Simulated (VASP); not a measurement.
# Pd16CO in VASP: single point with PBE+D3(BJ)

Aim: the single point of Pd16CO with PBE+D3(BJ).

Program: VASP 6.6.1. These are calculated values, not measurements. Logs are shortened: lines on timing, memory, paths and dates and some standing lists are left out, and cuts for length are marked.

**1. The cell of the first run**

The cell holds a slab with vacuum, 18 atoms: a = 5.501 Å, b = 5.501 Å, c = 26.887 Å, α = 90.00°, β = 90.00°, γ = 120.00°.

**2. Single point, PBE+D3(BJ)**

INCAR reads:

```
SYSTEM = Pd16CO
ALGO = Normal
DIPOL = 0.5 0.5 0.464
EDIFF = 1E-6
ENCUT = 520
GGA = PE
IDIPOL = 3
ISIF = 2
ISMEAR = 0
IVDW = 12
LASPH = .TRUE.
LCHARG = .FALSE.
LDIPOL = .TRUE.
LREAL = Auto
LWAVE = .FALSE.
NBANDS = 100
NELM = 80
PREC = Accurate
SIGMA = 0.1
```

KPOINTS reads:

```
k-points
0
G
  6 6 1
  0 0 0
```

POSCAR reads:

```
Pd16CO
1.0
    5.5005447805      0.0000000000      0.0000000000
   -2.7502723903      4.7636115146      0.0000000000
    0.0000000000      0.0000000000     26.8867640098
Pd C O
16 1 1
Direct
    0.3333333333      0.1666666667      0.3161406853
    0.3333333333      0.6666666667      0.3161406853
    0.8333333333      0.1666666667      0.3161406853
    0.8333333333      0.6666666667      0.3161406853
    0.6666666667      0.3333333333      0.3996608889
    0.6666666667      0.8333333333      0.3996608889
    0.1666666667      0.3333333333      0.3996608889
    0.1666666667      0.8333333333      0.3996608889
    0.0001254968      0.4998745032      0.4832145065
    0.0001254968      0.0002509935      0.4832145065
    0.4997490065      0.4998745032      0.4832145065
    0.5000000000      0.0000000000      0.4845328560
    0.3343047515      0.6686095030      0.5699592143
    0.3343047515      0.1656952485      0.5699592143
    0.8333333333      0.6666666667      0.5671147917
    0.8313904970      0.1656952485      0.5699592143
    0.1666666667      0.3333333333      0.6189220687
    0.1666666667      0.3333333333      0.6628130437
```

Potentials or basis: VASP PAW PBE potentials, release 64 (Pd, C, O).

Started as:

```bash
> cat potpaw_PBE.64/Pd/POTCAR potpaw_PBE.64/C/POTCAR potpaw_PBE.64/O/POTCAR > POTCAR
> mpirun -np 1 vasp_std > vasp.out
```

OUTCAR:

```text
SYSTEM = Pd16CO
   EDIFF = 1E-6
   ENCUT = 520
   GGA = PE
   ISIF = 2
   ISMEAR = 0
   IVDW = 12
   LASPH = .TRUE.
   LREAL = Auto
   NELM = 80
   PREC = Accurate
 IVDW          = 12

 ion  position               nearest neighbor table
   1  0.333  0.167  0.316-   3 2.75   3 2.75   4 2.75   4 2.75   2 2.75   2 2.75   7 2.75   5 2.75
                             8 2.75
   2  0.333  0.667  0.316-   4 2.75   4 2.75   3 2.75   3 2.75   1 2.75   1 2.75   8 2.75   6 2.75
                             7 2.75
   3  0.833  0.167  0.316-   1 2.75   1 2.75   2 2.75   2 2.75   4 2.75   4 2.75   5 2.75   7 2.75
                             6 2.75
   4  0.833  0.667  0.316-   2 2.75   2 2.75   1 2.75   1 2.75   3 2.75   3 2.75   6 2.75   8 2.75
                             5 2.75
   5  0.667  0.333  0.400-   7 2.75   7 2.75   8 2.75   8 2.75   6 2.75   6 2.75   3 2.75   1 2.75
                             4 2.75   9 2.75  11 2.75  12 2.78
   6  0.667  0.833  0.400-   8 2.75   8 2.75   7 2.75   7 2.75   5 2.75   5 2.75   4 2.75   2 2.75
                             3 2.75  10 2.75  11 2.75  12 2.78
   7  0.167  0.333  0.400-   5 2.75   5 2.75   6 2.75   6 2.75   8 2.75   8 2.75   1 2.75   3 2.75
                             2 2.75  11 2.75   9 2.75  10 2.75
   8  0.167  0.833  0.400-   6 2.75   6 2.75   5 2.75   5 2.75   7 2.75   7 2.75   2 2.75   4 2.75
                             1 2.75  10 2.75   9 2.75  12 2.78
   9  0.000  0.500  0.483-  11 2.75  10 2.75   7 2.75  12 2.75  12 2.75   5 2.75   8 2.75  11 2.75
                            10 2.75  15 2.76  13 2.82  16 2.82
  10  0.000  0.000  0.483-  11 2.75   9 2.75   7 2.75  12 2.75  12 2.75   6 2.75   8 2.75  11 2.75
                             9 2.75  15 2.76  14 2.82  16 2.82
  11  0.500  0.500  0.483-   9 2.75  10 2.75   7 2.75  12 2.75  12 2.75   5 2.75   6 2.75   9 2.75
                            10 2.75  15 2.76  14 2.82  13 2.82
  12  0.500  0.000  0.485-  10 2.75  11 2.75   9 2.75   9 2.75  10 2.75  11 2.75   8 2.78   5 2.78
                             6 2.78  16 2.79  14 2.79  13 2.79
  13  0.334  0.669  0.570-  17 2.07  16 2.73  14 2.73  15 2.75  15 2.75  16 2.77  14 2.77  12 2.79
                             9 2.82  11 2.82
  14  0.334  0.166  0.570-  17 2.07  16 2.73  13 2.73  15 2.75  15 2.75  16 2.77  13 2.77  12 2.79
                            10 2.82  11 2.82
  15  0.833  0.667  0.567-  13 2.75  16 2.75  14 2.75  14 2.75  13 2.75  16 2.75  11 2.76  10 2.76
                             9 2.76
  16  0.831  0.166  0.570-  17 2.07  14 2.73  13 2.73  15 2.75  15 2.75  14 2.77  13 2.77  12 2.79
                             9 2.82  10 2.82
  17  0.167  0.333  0.619-  18 1.18  14 2.07  16 2.07  13 2.07
  18  0.167  0.333  0.663-  17 1.18

  LATTYP: Found a hexagonal cell.
 ALAT       =     5.5005447805
 C/A-ratio  =     4.8880183841

  Lattice vectors:

 A1 = (   5.5005447805,   0.0000000000,   0.0000000000)
 A2 = (  -2.7502723903,   4.7636115146,   0.0000000000)
 A3 = (   0.0000000000,   0.0000000000,  26.8867640098)

Analysis of symmetry for initial positions (statically):
=====================================================================
 Subroutine PRICEL returns:
 Original cell was already a primitive cell.

 Routine SETGRP: Setting up the symmetry group for a
 hexagonal supercell.

 Subroutine GETGRP returns: Found  6 space group operations
 (whereof  2 operations were pure point group operations)
 out of a pool of 24 trial point group operations.

The static configuration has the point symmetry C_1h.
 The point group associated with its full space group is C_3v.

Analysis of symmetry for dynamics (positions and initial velocities):
=====================================================================
 Subroutine PRICEL returns:
 Original cell was already a primitive cell.

 Routine SETGRP: Setting up the symmetry group for a
 hexagonal supercell.

 Subroutine GETGRP returns: Found  6 space group operations
 (whereof  2 operations were pure point group operations)
 out of a pool of 24 trial point group operations.

The dynamic configuration has the point symmetry C_1h.
 The point group associated with its full space group is C_3v.

 Subroutine INISYM returns: Found  6 space group operations
 (whereof  2 operations are pure point group operations),
 and found     1 'primitive' translations

----------------------------------------------------------------------------------------

                                     Primitive cell

  volume of cell :     704.4993

  direct lattice vectors                    reciprocal lattice vectors
[... 61 lines left out ...]
     0.000000000  0.000000000  0.037193022     0.000000000  0.000000000  1.000000000

  Length of vectors
     0.034987460  0.034987460  0.037193022

  Shift w.r.t. Gamma in fractional coordinates (k-lattice)
     0.000000000  0.000000000  0.000000000

 Subroutine IBZKPT returns following result:
 ===========================================

 Found      7 irreducible k-points:

 Following reciprocal coordinates:
            Coordinates               Weight
  0.000000  0.000000  0.000000      1.000000
  0.166667  0.000000  0.000000      6.000000
  0.333333  0.000000  0.000000      6.000000
  0.500000  0.000000  0.000000      3.000000
  0.166667  0.166667  0.000000      6.000000
  0.333333  0.166667  0.000000     12.000000
  0.333333  0.333333  0.000000      2.000000
   k-points           NKPTS =      7   k-points in BZ     NKDIM =      7   number of bands    NBANDS=    100
   number of dos      NEDOS =    301   number of ions     NIONS =     18
   total plane-waves  NPLWV = 352800
   dimension x,y,z NGX =    42 NGY =   42 NGZ =  200
   dimension x,y,z NGXF=    84 NGYF=   84 NGZF=  400
   ions per type =              16   1   1
   NGX,Y,Z   is equivalent  to a cutoff of  12.69, 12.69, 12.37 a.u.
   NGXF,Y,Z  is equivalent  to a cutoff of  25.39, 25.39, 24.73 a.u.
 SYSTEM =  Pd16CO
   PREC   = accura    normal or accurate (medium, high low for compatibility)
   ISTART =      0    job   : 0-new  1-cont  2-samecut
   ICHARG =      2    charge: 1-file 2-atom 10-const
   ISPIN  =      1    spin polarized calculation?
   LNONCOLLINEAR =      F non collinear calculations
   LSORBIT =      F    spin-orbit coupling
   LASPH  =      T    aspherical Exc in radial PAW
   ENCUT  =  520.0 eV  38.22 Ry    6.18 a.u.  10.23 10.23 49.99*2*pi/ulx,y,z
   NELM   =     80;   NELMIN=  2; NELMDL= -5     # of ELM steps
   EDIFF  = 0.1E-05   stopping-criterion for ELM
   LREAL  =      T    real-space projection
   EDIFFG = 0.1E-04   stopping-criterion for IOM
   NSW    =      0    number of steps for IOM
   IBRION =     -1    ionic relax: 0-MD 1-quasi-New 2-CG
   NFREE  =      0    steps in history (QN), initial steepest desc. (CG)
   ISIF   =      2    stress and relaxation
   ISYM   =      2    0-nonsym 1-usesym 2-fastsym
   POTIM  = 0.5000    time-step for ionic-motion
   TEBEG  =    0.0;   TEEND  =   0.0 temperature during run
   PSTRESS=    0.0 pullay stress
   NELECT =     170.0000    total number of electrons
   NUPDOWN=      -1.0000    fix difference up-down
   EMIN   =  10.00;   EMAX   =-10.00  energy-range for DOS
   EFERMI =   0.00;   METHOD = LEGACY
   ISMEAR =     0;   SIGMA  =   0.10  broadening in eV -4-tet -1-fermi 0-gaus
   EFERMI_NEDOS =   21; number of points for ismear=-14 and -15
   IALGO  =     38    algorithm
   IMIX   =      4    mixing-type and parameters
     AMIX     =   0.40;   BMIX     =  1.00
     AMIX_MAG =   1.60;   BMIX_MAG =  1.00
  volume/ion in A,a.u.               =      39.14       264.12
  Fermi-wavevector in a.u.,A,eV,Ry     =   1.019211  1.926030 14.133622  1.038792
  Thomas-Fermi vector in A             =   2.152713
   LORBIT       =      0    0 simple, 1 ext, 2 COOP (PROOUT), +10 PAW based schemes
   GGA     = PE    functional components
   LHFCALC =     F    Hartree Fock is set to
   AEXX    =    0.0000 exact exchange contribution
   IVDW    =    12    specifies the selected vdW correction
   LEPSILON=     F    determine dielectric tensor
   LRPA    =     F    only Hartree local field effects (RPA)
 non-spin polarized calculation
 Gauss-broadening in eV      SIGMA  =   0.10
  energy-cutoff  :      520.00
  volume of cell :      704.50
 maximum number of plane-waves:     18996
 NGX is ok and might be reduce to    42
   NGX = 21   NGY = 21   NGZ = 99

 dipolmoment           0.000000      0.000000     -0.192528 electrons x Angstroem

 number of electron     169.9999944 magnetization

 dipolmoment           0.000000      0.000000      0.145425 electrons x Angstroem

 Free energy of the ion-electron system (eV)
  ---------------------------------------------------
  ext. energy  EPLUGINS =         0.00000000
  ---------------------------------------------------
  free energy    TOTEN  =       -95.89294887 eV

  energy without entropy =      -95.70826093  energy(sigma->0) =      -95.80060490

 E-fermi :  -0.3129     XC(G=0):  -5.3335

 val. band max:       -0.3150320047   @ k =   0.5000   0.0000   0.0000
 cond. band min:      -0.3109340483   @ k =   0.3333   0.1667   0.0000
 fundamental gap:      0.0040979564
 Fermi energy:        -0.3129416931

 k-point     1 :       0.0000    0.0000    0.0000
  band No.  band energies     occupation
      1     -22.9105      2.00000
      2     -10.1620      2.00000
      3      -7.0545      2.00000
      4      -6.7837      2.00000
      5      -6.5721      2.00000
      6      -6.5721      2.00000
[... 689 lines left out ...]
     96       3.0252      0.00000
     97       4.1074      0.00000
 [bands above 97 left out]

------------------------ aborting loop because EDIFF is reached ----------------------------------------

 vacuum level on the upper side and lower side of the slab       (xc-potential included)         0.353        -0.630

 Edisp (eV)   -8.29017

 E8    (eV) :    -3.7594

  FORCE on cell =-STRESS in cart. coord.  units (eV):
  Direction    XX          YY          ZZ          XY          YZ          ZX
  --------------------------------------------------------------------------------------
  -------------------------------------------------------------------------------------
  Total      -6.65185    -6.65185     1.64956     0.00000     0.00000     0.00000
  in kB     -15.12768   -15.12768     3.75144     0.00000     0.00000     0.00000
  external pressure =       -8.83 kB  Pullay stress =        0.00 kB

 VOLUME and BASIS-vectors are now :
 -----------------------------------------------------------------------------
  energy-cutoff  :      520.00
  volume of cell :      704.50
      direct lattice vectors                 reciprocal lattice vectors
     5.500544781  0.000000000  0.000000000     0.181800174  0.104962380  0.000000000
    -2.750272390  4.763611515  0.000000000     0.000000000  0.209924759  0.000000000
     0.000000000  0.000000000 26.886764010     0.000000000  0.000000000  0.037193022

 POSITION                                       TOTAL-FORCE (eV/Angst)
 -----------------------------------------------------------------------------------
      1.37514      0.79394      8.50000        -0.004299      0.002482     -0.126518
     -0.00000      3.17574      8.50000         0.000000     -0.004964     -0.126518
      4.12541      0.79394      8.50000         0.004299      0.002482     -0.126518
      2.75027      3.17574      8.50000        -0.000000     -0.000000     -0.166458
      2.75027      1.58787     10.74559         0.000000     -0.053214      0.154266
      1.37514      3.96968     10.74559        -0.046085      0.026607      0.154266
[... 10 lines left out ...]
      0.00000      1.58787     16.64081        -0.000000     -0.000000     -0.657170
      0.00000      1.58787     17.82090        -0.000000     -0.000000      0.681981
 -----------------------------------------------------------------------------------
    total drift:                                0.000000     -0.000000     -0.050526

  FREE ENERGIE OF THE ION-ELECTRON SYSTEM (eV)
  ---------------------------------------------------
  free  energy   TOTEN  =      -104.1831233628 eV

  energy  without entropy=     -103.9984354261  energy(sigma->0) =     -104.09077939

 vacuum level on the upper side and lower side of the slab         5.839         4.839
```

Wall time 48 min (1 thread of Intel Xeon 8259CL, shared host); peak memory 0.9 GiB.

Results:

| Quantity | Value |
| --- | --- |
| Free energy | -104.1831 eV |
| Largest force | 0.682 eV/Å |
| Band gap on the k mesh | zero (bands 85 and 86 overlap by 0.41 eV) |
| Dispersion energy per atom | -0.461 eV |

Forces in eV/Å, atoms in the order of the input:
```
Pd  -0.004  0.002 -0.127
Pd   0.000 -0.005 -0.127
Pd   0.004  0.002 -0.127
Pd   0.000  0.000 -0.166
Pd   0.000 -0.053  0.154
Pd  -0.046  0.027  0.154
Pd   0.000  0.000  0.135
Pd   0.046  0.027  0.154
Pd  -0.002  0.001  0.003
Pd   0.000 -0.002  0.003
Pd   0.002  0.001  0.003
Pd   0.000  0.000 -0.003
Pd   0.000  0.017 -0.022
Pd   0.015 -0.008 -0.022
Pd   0.000  0.000 -0.015
Pd  -0.015 -0.008 -0.022
C    0.000  0.000 -0.657
O    0.000  0.000  0.682
```
